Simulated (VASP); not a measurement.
A run of VASP 6.6.1:

File INCAR:

```
SYSTEM = PbSe
PREC = Accurate ; ENCUT = 520
EDIFF = 1E-6 ; ISMEAR = 0
SIGMA = 0.03 ; LREAL = .False.
LASPH = .True. ; NELM = 60
ALGO = Normal ; ISIF = 2
LWAVE = .False. ; LCHARG = .False.
GGA = PE ; IVDW = 12
NBANDS = 17
```

KPOINTS

```
regular mesh
0
Gamma
  10 10 10
  0 0 0
```

File POSCAR:

```
PbSe
1.0
   -0.1686898036      3.3201220427      3.0670873374
    3.3201220427     -0.1686898036      3.0670873374
    3.1514322392      3.1514322392      0.0000000000
Pb Se
1 1
Direct
    0.0000000000      0.0000000000      0.0000000000
    0.5000000000      0.5000000000      0.5000000000
```

Potentials or basis: VASP PAW PBE potentials, release 64 (Pb_d, Se).

The run is started by

```sh
$ cat potpaw_PBE.64/Pb_d/POTCAR potpaw_PBE.64/Se/POTCAR > POTCAR
$ mpirun -np 1 vasp_std > vasp.out
```

Hardware: 1 thread of Intel(R) Xeon(R) 6975P-C (Granite Rapids), with other jobs on the host.

Q: Estimate the wall time of this run.

A: It took 86 s on 1 thread of Intel(R) Xeon(R) 6975P-C (Granite Rapids) (shared host), peak memory 0.36 GiB. Counts: scf iterations 12, k points 171.
